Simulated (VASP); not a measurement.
Input of a VASP 6.6.1 run:

File INCAR:

```
PREC     = Accurate       # precision mode
ENCUT    = 520            # plane-wave cutoff, eV
EDIFF    = 1E-7           # SCF threshold, eV
ISMEAR   = 0              # smearing method
SIGMA    = 0.05           # smearing width, eV
LREAL    = False          # projectors in reciprocal space
LASPH    = True           # aspherical terms in the spheres
NELM     = 60             # most SCF steps
ALGO     = Normal         # electronic algorithm
ISIF     = 2              # what is computed and relaxed
LWAVE    = False          # write WAVECAR
LCHARG   = False          # write CHGCAR
GGA      = PE             # functional
NBANDS   = 16             # bands
```

KPOINTS

```
regular mesh
0
Gamma
  10 10 10
```

Contents of POSCAR:

```
HgTe
1.0
    0.0000000000      3.4315232158      3.4315232158
    3.4315232158      0.0000000000      3.4315232158
    3.4315232158      3.4315232158      0.0000000000
Hg Te
1 1
Direct
    0.0000000000      0.0000000000      0.0000000000
    0.2500000000      0.2500000000      0.2500000000
```

Potentials or basis: VASP PAW PBE potentials, release 64 (Hg, Te).

Command:

```console
$ cat potpaw_PBE.64/Hg/POTCAR potpaw_PBE.64/Te/POTCAR > POTCAR
$ mpirun -np 1 vasp_std > vasp.out
```

Q: What does it give for the pressure?

A: -2.5 GPa.

Q: Predict the band gap on the k mesh.

A: Zero (filled and empty bands touch).

Caveat: semilocal functionals underestimate gaps, so a narrow gap can read as zero; spin-orbit coupling is left out, which moves the levels of the heavy elements.
